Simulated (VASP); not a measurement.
Here is a VASP 6.6.1 calculation.

Contents of INCAR:

```
ALGO = Normal
EDIFF = 1E-6
ENCUT = 520
GGA = PE
ISIF = 2
ISMEAR = 0
LASPH = True
LCHARG = False
LREAL = False
LWAVE = False
NBANDS = 16
NELM = 100
PREC = Accurate
SIGMA = 0.05
```

The input KPOINTS:

```
k-points
0
Gamma
  12 12 6
```

File POSCAR:

```
AlN
1.0
    3.2241467498      0.0000000000      0.0000000000
   -1.6120733749      2.6295409719      0.0000000000
    0.0000000000      0.0000000000      5.0179796548
Al N
2 2
Direct
    0.3333333333      0.6666666667      0.0017287175
    0.6666666667      0.3333333333      0.5017287175
    0.3333333333      0.6666666667      0.3832712825
    0.6666666667      0.3333333333      0.8832712825
```

Potentials or basis: VASP PAW PBE potentials, release 64 (Al, N).

Run with:

```sh
$ cat potpaw_PBE.64/Al/POTCAR potpaw_PBE.64/N/POTCAR > POTCAR
$ mpirun -np 1 vasp_std > vasp.out
```

(1) What does it give for the largest force?

(2) Estimate the pressure.

(3) Predict the band gap on the k mesh.

Answers

(1) 0.658 eV/Å.

(2) 0.3 GPa.

(3) 4.01 eV, direct.

Caveat: the cell differs from its parent crystal (strain +0.0300 x Voigt [1, -1, 0, 0, 0, 0]).
